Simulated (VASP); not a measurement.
# Bi (C2/m) in VASP: notebook, part 2 of 2

VASP 6.6.1. The steps go on from the part before.

## Step 3: Single point, PBEsol

This run uses another cell than the first one, of 33.68 Å³/atom.

The input, INCAR:

```
SYSTEM = Bi
PREC     = Accurate       ! precision mode
ENCUT    = 520            ! plane-wave cutoff, eV
EDIFF    = 1E-6           ! SCF threshold, eV
ISMEAR   = 0              ! smearing method
SIGMA    = 0.1            ! smearing width, eV
LREAL    = .False.        ! projectors in reciprocal space
LASPH    = .True.         ! aspherical terms in the spheres
NELM     = 60             ! most SCF steps
ALGO     = Fast           ! electronic algorithm
ISIF     = 2              ! what is computed and relaxed
LWAVE    = .False.        ! write WAVECAR
LCHARG   = .False.        ! write CHGCAR
GGA      = PS             ! functional
NBANDS   = 22             ! bands
```

The input, KPOINTS:

```
regular mesh
0
Gamma
  10 10 14
  0 0 0
```

The input, POSCAR:

```
Bi
1.0
    3.5633750554     -3.1827860727     -0.1438356792
    3.5633750554      3.1827860727     -0.1438356792
   -1.4156910394      0.0000000000      3.0270993516
Bi
2
Direct
    0.2496655183      0.2496655183      0.1197039860
    0.7503344817      0.7503344817      0.8802960140
```

Potentials or basis: VASP PAW PBE potentials, release 64 (Bi_d).

On the command line:

```console
$ cat potpaw_PBE.64/Bi_d/POTCAR > POTCAR
$ mpirun -np 1 vasp_std > vasp.out
```

It took 9.9 min on 1 thread of Intel Xeon 8259CL, shared host; peak memory 0.53 GiB.

The run converged. Its results:

* Free energy: -8.5568 eV
* Pressure: -2.1 GPa
* Band gap on the k mesh: zero (bands 15 and 16 overlap by 5.40 eV)

Forces on the atoms (eV/Å):
```
Bi  -0.002  0.000  0.001
Bi   0.002  0.000 -0.001
```

Levels at points of the mesh, in eV from the Fermi level:
```csv
k point,band 11,band 12,band 13,band 14,band 15,band 16,band 17,band 18,band 19,band 20
"(0.00, 0.00, 0.00)",-13.18,-9.20,-3.01,-2.98,2.73,3.33,3.42,4.35,4.40,6.75
"(0.50, 0.00, 0.00)",-11.63,-11.61,-1.00,-0.99,-0.86,-0.83,3.92,4.03,8.23,8.36
"(0.50, 0.50, 0.00)",-11.20,-11.16,-5.01,-5.00,3.36,3.54,5.37,5.42,9.69,9.91
"(0.00, 0.00, 0.50)",-10.57,-9.08,-4.20,-2.82,-2.07,0.81,1.69,1.93,5.70,7.36
"(0.50, 0.00, 0.50)",-10.52,-9.14,-4.10,-2.81,-2.04,0.65,1.52,1.85,5.72,7.49
"(0.50, 0.50, 0.50)",-10.51,-9.12,-4.18,-2.85,-2.13,0.62,1.66,2.01,5.66,7.43
```

Caveat: the PAW data sets were made with another functional, which shifts forces and pressure a little; spin-orbit coupling is left out, which moves the levels of the heavy elements.

## Step 4: Relaxation of cell and atoms, PBEsol, target pressure 2 GPa, at which the enthalpy is minimised

This run uses another cell than the first one, of 31.76 Å³/atom.

The input, INCAR:

```
PREC = Accurate
ENCUT = 600
EDIFF = 1E-6
ISMEAR = 0
SIGMA = 0.1
LREAL = False
LASPH = True
NELM = 80
ALGO = Fast
ISIF = 3
LWAVE = False
LCHARG = False
GGA = PS
IBRION = 2
NSW = 70
EDIFFG = -0.008
PSTRESS = 20.0
```

The input, KPOINTS:

```
Automatic mesh
0
Gamma
  10 10 14
```

The input, POSCAR:

```
Bi
1.0
    3.4932554511     -3.1207055767     -0.1407412488
    3.4932554511      3.1207055767     -0.1407412488
   -1.3875280839      0.0000000000      2.9695359514
Bi
2
Direct
    0.2498265239      0.2498265239      0.1196856723
    0.7501734761      0.7501734761      0.8803143277
```

Potentials or basis: VASP PAW PBE potentials, release 64 (Bi_d).

On the command line:

```console
$ cat potpaw_PBE.64/Bi_d/POTCAR > POTCAR
$ mpirun -np 1 vasp_std > vasp.out
```

OUTCAR:

```text
PREC = Accurate
   ENCUT = 600
   EDIFF = 1E-6
   ISMEAR = 0
   LREAL = False
   LASPH = True
   NELM = 80
   ISIF = 3
   GGA = PS
   IBRION = 2
   NSW = 70
   EDIFFG = -0.008
   PSTRESS = 20.0

 ion  position               nearest neighbor table
   1  0.250  0.250  0.120-   2 3.21   2 3.22   2 3.22   2 3.23   2 3.92
   2  0.750  0.750  0.880-   1 3.21   1 3.22   1 3.22   1 3.23   1 3.92

  LATTYP: Found a base centered monoclinic cell.
 ALAT       =     6.9921789868
 B/A-ratio  =     0.8926274864
 C/A-ratio  =     0.4687679277
 COS(beta)  =    -0.4594511288

  Lattice vectors:

 A1 = (   3.4932554511,  -3.1207055767,  -0.1407412488)
 A2 = (   3.4932554511,   3.1207055767,  -0.1407412488)
[... 294 lines left out ...]

 Free energy of the ion-electron system (eV)
  ---------------------------------------------------
  ext. energy  EPLUGINS =         0.00000000
  ---------------------------------------------------
  free energy    TOTEN  =        -8.56179875 eV

  energy without entropy =       -8.55773361  energy(sigma->0) =       -8.55976618

 E-fermi :   7.6119     XC(G=0): -10.3261

 val. band max:        7.6060241662   @ k =   0.4000   0.0000  -0.0000
 cond. band min:       7.6176949130   @ k =   0.0000   0.0000   0.2143
 fundamental gap:      0.0116707468
 Fermi energy:         7.6118920176

 k-point     1 :       0.0000    0.0000    0.0000
  band No.  band energies     occupation
      1     -15.4090      2.00000
      2     -15.3648      2.00000
      3     -15.3111      2.00000
      4     -15.2841      2.00000
      5     -15.1394      2.00000
      6     -15.1302      2.00000
[... 505 lines left out ...]
      6     -15.1489      2.00000
[... 11 lines left out ...]
     18      12.3302      0.00000
     19      15.4994      0.00000

 [... further k-points ...]

------------------------ aborting loop because EDIFF is reached ----------------------------------------

  FORCE on cell =-STRESS in cart. coord.  units (eV):
  Direction    XX          YY          ZZ          XY          YZ          ZX
  --------------------------------------------------------------------------------------
  -------------------------------------------------------------------------------------
  Total        0.7697776      0.7719077      0.7757902      0.0000000      0.0000000      0.0020843
  in kB       19.6750088     19.7294540     19.8286885      0.0000000      0.0000000      0.0532724
  external PRESSURE =      -0.2556162 kB  Pullay stress =      20.0000000 kB
[... 21 lines left out ...]
  energy  without entropy=       -8.5577336073  energy(sigma->0) =       -8.55976618

  enthalpy is  TOTEN    =        -7.7793060370 eV   P V=        0.7824927116

 reached required accuracy - stopping structural energy minimisation
```

OSZICAR:

```text
N       E                     dE             d eps       ncg     rms          rms(c)
DAV:   1     0.302058436399E+03    0.30206E+03   -0.17945E+04 14899   0.216E+03
DAV:   2     0.158191555720E+02   -0.28624E+03   -0.28176E+03 14914   0.487E+02
DAV:   3    -0.772247263193E+01   -0.23542E+02   -0.22963E+02 17476   0.158E+02
[... 35 lines left out ...]
DAV:   1    -0.856196236834E+01   -0.66004E-03   -0.42124E-03 15805   0.107E+00    0.667E-02
RMM:   2    -0.856182456423E+01    0.13780E-03   -0.24569E-04 15848   0.235E-01    0.274E-02
RMM:   3    -0.856179836320E+01    0.26201E-04   -0.12017E-04 15776   0.156E-01    0.256E-03
RMM:   4    -0.856179837515E+01   -0.11954E-07   -0.14907E-05 16467   0.350E-02    0.156E-03
RMM:   5    -0.856179874859E+01   -0.37344E-06   -0.27850E-06 10368   0.163E-02
   4 F= -.77793060E+01 E0= -.77772735E+01  d E =-.247074E-02
```

CONTCAR:

```text
Bi
   1.00000000000000
     3.4776682324561752   -3.1068920291630548   -0.1401032836771822
     3.4776682324561752    3.1068920291630548   -0.1401032836771822
    -1.3813220919966842    0.0000000000000000    2.9564406727285384
  Bi
     2
Direct
     0.2498282427416374    0.2498282427416374    0.1196761866475207
     0.7501717572583627    0.7501717572583627    0.8803238133524792

  0.00000000E+00  0.00000000E+00  0.00000000E+00
  0.00000000E+00  0.00000000E+00  0.00000000E+00
```

Run time: 31 min. Hardware: 1 thread of Oxide Virtual Turin-like, shared host; peak memory 0.55 GiB.

Results:

```yaml
Free_energy: -8.5618 eV
Relaxed_volume: 31.34 Å³/atom
Relaxed_cell: a = 4.665 Å, b = 4.665 Å, c = 3.263 Å, α = 110.04°, β = 110.04°, γ = 83.51°
Space_group_after_relaxing_to_0.1_Å: I4_1/amd (No. 141)
Energy_change_on_relaxing_the_run_minimises_the_enthalpy: +4.0 meV/atom
Ionic_steps: 4
Pressure_after_relaxing: 2.0 GPa
Largest_force_after_relaxing: 0.003 eV/Å
Band_gap_on_the_k_mesh: zero (bands 15 and 16 overlap by 5.76 eV)
```

Forces in eV/Å, atoms in the order of the input:
```
Bi   0.003  0.000 -0.001
Bi  -0.003  0.000  0.001
```

Step by step:
| step | energy change (eV) | largest force (eV/Å) | pressure (GPa) | volume (Å³) |
| --- | --- | --- | --- | --- |
| 1 | 0.0000 | 0.0016 | 1.08 | 63.53 |
| 2 | 0.0202 | 0.0045 | 2.88 | 61.87 |
| 3 | 0.0085 | 0.0035 | 2.04 | 62.64 |
| 4 | 0.0080 | 0.0033 | 1.97 | 62.68 |

Final structure:
```
CELL_PARAMETERS angstrom
3.47767 -3.10689 -0.14010
3.47767 3.10689 -0.14010
-1.38132 0.00000 2.95644
ATOMIC_POSITIONS crystal
Bi 0.24983 0.24983 0.11968
Bi 0.75017 0.75017 0.88032
```

Caveat: the cell is relaxed towards a set pressure, so the run minimises the enthalpy, not the energy; the PAW data sets were made with another functional, which shifts forces and pressure a little; spin-orbit coupling is left out, which moves the levels of the heavy elements.

## Step 5: The runs side by side

```csv
task,cell,cutoff (eV),gap on the mesh (eV),pressure (GPa)
single point,"a = 4.598, b = 4.598, c = 3.217 Å, angles 110.0, 110.0, 83.5°, 2 atoms",520,none,4.9
single point,"a = 4.780, b = 4.780, c = 3.342 Å, angles 110.1, 110.1, 83.5°, 2 atoms",520,none,-2.1
relaxation of cell and atoms,"relaxed to 2 GPa from a = 4.686, b = 4.686, c = 3.278 Å, angles 110.0, 110.0, 83.5°, 2 atoms",600,none,2.0
```

Alike in all rows: level PBEsol; potentials or basis VASP PAW PBE potentials, release 64 (Bi_d); no spin polarisation; k mesh 10 × 10 × 14; smearing gaussian 0.1 eV.

Caveats: the PAW data sets were made with another functional, which shifts forces and pressure a little; spin-orbit coupling is left out, which moves the levels of the heavy elements; the cell stands under pressure (at least some runs); the cell is relaxed towards a set pressure, so the run minimises the enthalpy, not the energy (at least some runs).

Absolute energies hang on the potentials; compare differences alone.
